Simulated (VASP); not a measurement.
## CoO: single point with PBEsol+U

The system is CoO.

```xyz
2
Lattice="-1.5080 1.5080 2.1073 1.5080 -1.5080 2.1073 1.5080 1.5080 -2.1073" Properties=species:S:1:pos:R:3 pbc="T T T"
Co    0.0000    0.0000    0.0000
O     0.0000    0.0000    2.1073
```

```yaml
Program: VASP 6.6.1
Task: single point
Functional: PBEsol
Potentials_or_basis: VASP PAW PBE potentials, release 64 (Co, O)
Cutoff: 520 eV
k_mesh: 8 × 8 × 8
Occupations: fermi-dirac, width 0.2 eV
Spin: collinear spin, ferromagnetic start
Starting_moments: "[2.5, 0.0] μB"
Hubbard_terms: Co d U = 2.0 eV
```

The pressure is -8.5 GPa and the net moment is 2.89 μB per cell. The site moments are Co +2.62; O +0.25 μB and the valence electrons inside the program's atomic spheres are Co 7.83; O 4.96.

Stress tensor (GPa, compression positive):
```
-9.29  0.00  0.00
 0.00 -9.29  0.00
 0.00  0.00 -7.06
```

Levels at points of the mesh, in eV from the Fermi level:
Spin up:
| k point | band 6 | band 7 | band 8 | band 9 | band 10 | band 11 | band 12 | band 13 |
| --- | --- | --- | --- | --- | --- | --- | --- | --- |
| (0.00, 0.00, 0.00) | -3.72 | -2.85 | -2.83 | -2.83 | 1.22 | 16.90 | 17.73 | 17.74 |
| (0.50, 0.00, 0.00) | -3.01 | -2.30 | -0.14 | -0.02 | 5.18 | 9.59 | 13.42 | 13.70 |
| (0.50, 0.50, 0.00) | -3.69 | -3.14 | -2.83 | -2.70 | 6.02 | 10.00 | 11.39 | 15.89 |
| (0.50, 0.50, 0.50) | -3.73 | -3.07 | -2.71 | -2.71 | 6.01 | 10.17 | 11.20 | 15.87 |
Spin down:
```csv
k point,band 4,band 5,band 6,band 7,band 8,band 9
"(0.00, 0.00, 0.00)",-2.33,-1.21,-1.21,-1.07,0.81,0.89
"(0.50, 0.00, 0.00)",-4.29,-0.14,-0.12,0.18,3.33,3.47
"(0.50, 0.50, 0.00)",-3.57,-2.33,0.07,0.13,1.35,1.79
"(0.50, 0.50, 0.50)",-3.65,-2.24,0.06,0.06,1.33,1.84
```

Eigenvalues of the final occupation matrices:
| site | spin | trace | eigenvalues |
| --- | --- | --- | --- |
| site 1 d | 1 | 4.88 | 0.96 0.96 0.96 0.99 1.00 |
| site 1 d | 2 | 2.30 | 0.16 0.16 0.63 0.68 0.68 |

Run time: 23 s on 1 thread of Intel(R) Xeon(R) 6975P-C (Granite Rapids), on a shared host, peak memory 0.17 GiB.

Caveat: the k points lie up to 0.37 Å⁻¹ apart; the PAW data sets were made with another functional, which shifts forces and pressure a little; a cell with one magnetic atom can't hold antiferromagnetic order, which such compounds often take. The state reached can hang on the start; a lower one may exist.
